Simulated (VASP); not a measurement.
A run of VASP 6.6.1 is set up as follows.

File INCAR:

```
SYSTEM = AgI
PREC = Accurate
ENCUT = 500
EDIFF = 1E-6
ISMEAR = 0
SIGMA = 0.01
LREAL = .False.
LASPH = .True.
NELM = 120
ALGO = Normal
ISIF = 2
LWAVE = .False.
LCHARG = .False.
GGA = PS
NBANDS = 16
GGA_COMPAT = .False.
```

KPOINTS

```
Automatic mesh
0
Gamma
  5 5 5
  0 0 0
```

File POSCAR:

```
AgI
1.0
    0.0000000000      3.1816334684      3.1816334684
    3.1816334684      0.0000000000      3.1816334684
    3.1816334684      3.1816334684      0.0000000000
Ag I
1 1
Direct
    0.0000000000      0.0000000000      0.0000000000
    0.2500000000      0.2500000000      0.2500000000
```

Potentials or basis: VASP PAW PBE potentials, release 64 (Ag, I).

Run with:

```console
$ cat potpaw_PBE.64/Ag/POTCAR potpaw_PBE.64/I/POTCAR > POTCAR
$ mpirun -np 1 vasp_std > vasp.out
```

**Question.** Estimate the band gap on the k mesh.

**Answer.** 1.20 eV, direct.

**Question.** Predict the pressure.

**Answer.** 1.6 GPa.

Caveat: the PAW data sets were made with another functional, which shifts forces and pressure a little; spin-orbit coupling is left out, which moves the levels of the heavy elements.
